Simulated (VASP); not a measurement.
# Pt: single point with PBEsol

The system is Pt.

```
Pt
1.0
     0.00000    2.92049    2.92049
     2.92049    0.00000    2.92049
     2.92049    2.92049    0.00000
Pt
2
Direct
  0.12500 0.12500 0.12500
  0.87500 0.87500 0.87500
```

This isn't the form of Pt at room conditions, which is fcc.

```yaml
Program: VASP 6.6.1
Task: single point
Functional: PBEsol
Potentials_or_basis: VASP PAW PBE potentials, release 64 (Pt)
Cutoff: 520 eV
k_mesh: 11 × 11 × 11
Occupations: fermi-dirac, width 0.1 eV
Spin: no spin polarisation
Dipole_correction: no
Further_INCAR_settings: ALGO = Normal; EDIFF = 1e-07; NBANDS = 17
```

- Pressure: -8.7 GPa
- Band gap on the k mesh: zero (bands 10 and 11 overlap by 0.56 eV)

Levels at points of the mesh, in eV from the Fermi level:
```tsv
k point	band 6	band 7	band 8	band 9	band 10	band 11	band 12	band 13	band 14	band 15
(0.00, 0.00, 0.00)	-4.09	-1.74	-1.74	-1.74	-0.09	-0.09	10.14	10.35	11.21	11.21
```

It took 68 s on 1 thread of AMD EPYC 7R13, with other jobs on the host, peak memory 0.17 GiB.

Caveat: the cell stands under tension; the PAW data sets were made with another functional, which shifts forces and pressure a little; spin-orbit coupling is left out, which moves the levels of the heavy elements.
